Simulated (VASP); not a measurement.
BeTe:

```
Be Te
1.0
     0.00000    2.82862    2.82862
     2.82862    0.00000    2.82862
     2.82862    2.82862    0.00000
Be Te
1 1
Direct
  0.00000 0.00000 0.00000
  0.25000 0.25000 0.25000
```

Base run:

- Program: VASP 6.6.1
- Functional: PBE
- Potentials or basis: VASP PAW PBE potentials, release 64 (Be, Te)
- Cutoff: 600 eV
- k mesh: 6 × 6 × 6
- Occupations: methfessel-paxton, width 0.05 eV
- Spin: no spin polarisation

Its results: band gap on the k mesh 2.01 eV, indirect (least direct gap 3.62 eV); pressure 0.4 GPa.

Q: The run is repeated on the same cell with these changes: k mesh from 6 × 6 × 6 to 3 × 3 × 3; occupations from methfessel-paxton, width 0.05 eV to gaussian, width 0.01 eV. What comes out?

A: Band gap on the k mesh 2.26 eV, indirect (least direct gap 3.58 eV); pressure 1.9 GPa.

Caveats: some runs use coarse meshes; spin-orbit coupling is left out, which moves the levels of the heavy elements.

A k mesh can miss the band edges.
